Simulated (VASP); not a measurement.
**Ir: single point with PBE**

The system is Ir.

```
Ir
1.0
     0.00000    2.96202    2.96202
     2.96202    0.00000    2.96202
     2.96202    2.96202    0.00000
Ir
3
Cartesian
  1.4810 1.4810 1.4810
  2.9620 2.9620 2.9620
  4.4430 4.4430 4.4430
```

The cell was built from a structure type or drawn by symmetry, and may not be a known phase.

```
Program                : VASP 6.6.1
Task                   : single point
Functional             : PBE
Potentials or basis    : VASP PAW PBE potentials, release 64 (Ir)
Cutoff                 : 520 eV
k mesh                 : 6 × 6 × 6
Occupations            : gaussian, width 0.1 eV
Spin                   : no spin polarisation
Dipole correction      : no
Further INCAR settings : ALGO = Normal; EDIFF = 1e-06; NBANDS = 20
```

- Pressure: 0.3 GPa
- Band gap on the k mesh: zero (an odd number of electrons rules out a gap without spin polarisation)

Levels at points of the mesh, in eV from the Fermi level:
| k point | band 10 | band 11 | band 12 | band 13 | band 14 | band 15 | band 16 | band 17 |
| --- | --- | --- | --- | --- | --- | --- | --- | --- |
| (0.00, 0.00, 0.00) | -0.13 | -0.13 | 0.08 | 0.08 | 0.08 | 0.49 | 0.49 | 7.97 |
| (0.50, 0.00, 0.00) | -2.40 | -2.40 | -2.12 | -0.31 | -0.31 | 0.61 | 0.61 | 1.75 |
| (0.50, 0.50, 0.00) | -2.39 | -0.86 | -0.68 | 0.39 | 1.02 | 1.02 | 1.03 | 1.52 |

Run time: 7.7 s on 1 thread of Intel(R) Xeon(R) 6975P-C (Granite Rapids), with other jobs on the host, peak memory 0.17 GiB.

Caveat: spin-orbit coupling is left out, which moves the levels of the heavy elements.
